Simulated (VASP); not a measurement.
KInGaC6N6:

```
CELL_PARAMETERS angstrom
0.00000 5.16350 5.16350
5.16350 0.00000 5.16350
5.16350 5.16350 0.00000
ATOMIC_POSITIONS crystal
K 0.75000 0.75000 0.75000
In 0.50000 0.50000 0.50000
Ga 0.00000 0.00000 0.00000
C 0.81640 0.18360 0.18360
C 0.18360 0.18360 0.81640
C 0.81640 0.18360 0.81640
C 0.18360 0.81640 0.81640
C 0.81640 0.81640 0.18360
C 0.18360 0.81640 0.18360
N 0.70311 0.29689 0.29689
N 0.29689 0.29689 0.70311
N 0.70311 0.29689 0.70311
N 0.29689 0.70311 0.70311
N 0.70311 0.70311 0.29689
N 0.29689 0.70311 0.29689
```

- Program: VASP 6.6.1
- Task: relaxation of cell and atoms
- Functional: PBE
- Potentials or basis: VASP PAW PBE potentials, release 64 (K_sv, In_d, Ga_d, C, N)
- Cutoff: 600 eV
- k mesh: 4 × 4 × 4
- Occupations: gaussian, width 0.1 eV
- Spin: no spin polarisation

At the start: pressure 14.6 GPa; volume 18.36 Å³/atom.

Question: Where does the relaxation end?

Answer: Over 16 steps the energy falls by 186.5 meV/atom and the volume is 22.39 Å³/atom (+22.0 %); space group F-43m (No. 216, to 0.1 Å) before and after.

Step by step:
| step | energy change (eV) | largest force (eV/Å) | pressure (GPa) | volume (Å³) |
| --- | --- | --- | --- | --- |
| 1 | 0.0000 | 2.5450 | 14.60 | 275.34 |
| 2 | -1.0402 | 8.5336 | 8.63 | 347.53 |
| 3 | -1.9458 | 5.1183 | 8.61 | 311.69 |
| 4 | -2.6167 | 2.2879 | -3.09 | 343.05 |
| 5 | -2.7722 | 0.5106 | 0.00 | 332.92 |
| 6 | -2.7720 | 0.4280 | 0.15 | 332.49 |
| 7 | -2.7797 | 0.2990 | 0.05 | 333.76 |
| 8 | -2.7874 | 0.2564 | -0.14 | 336.71 |
| 9 | -2.7902 | 0.1736 | -0.40 | 337.27 |
| 10 | -2.7904 | 0.2334 | -0.49 | 337.47 |
| 11 | -2.7926 | 0.1617 | -0.44 | 337.50 |
| 12 | -2.7956 | 0.0774 | -0.30 | 337.59 |
| 13 | -2.7964 | 0.0180 | -0.29 | 337.29 |
| 14 | -2.7971 | 0.1110 | -0.31 | 336.66 |
| 15 | -2.7976 | 0.0781 | -0.22 | 336.37 |
| 16 | -2.7981 | 0.0305 | -0.09 | 335.78 |

Final structure:
```xyz
15
Lattice="0.0000 5.5166 5.5166 5.5166 0.0000 5.5166 5.5166 5.5166 0.0000" Properties=species:S:1:pos:R:3 pbc="T T T"
K     8.2750    8.2750    8.2750
In    5.5166    5.5166    5.5166
Ga    0.0000    0.0000    0.0000
C     2.1255    5.5166    5.5166
C     5.5166    5.5166    2.1255
C     5.5166    8.9078    5.5166
C     8.9078    5.5166    5.5166
C     5.5166    5.5166    8.9078
C     5.5166    2.1255    5.5166
N     3.3048    5.5166    5.5166
N     5.5166    5.5166    3.3048
N     5.5166    7.7285    5.5166
N     7.7285    5.5166    5.5166
N     5.5166    5.5166    7.7285
N     5.5166    3.3048    5.5166
```

Caveat: the volume moved by over 15 % at a fixed basis, so the end points are rough; an odd number of electrons without spin polarisation forces a metal; a magnetic or distorted state may lie lower.
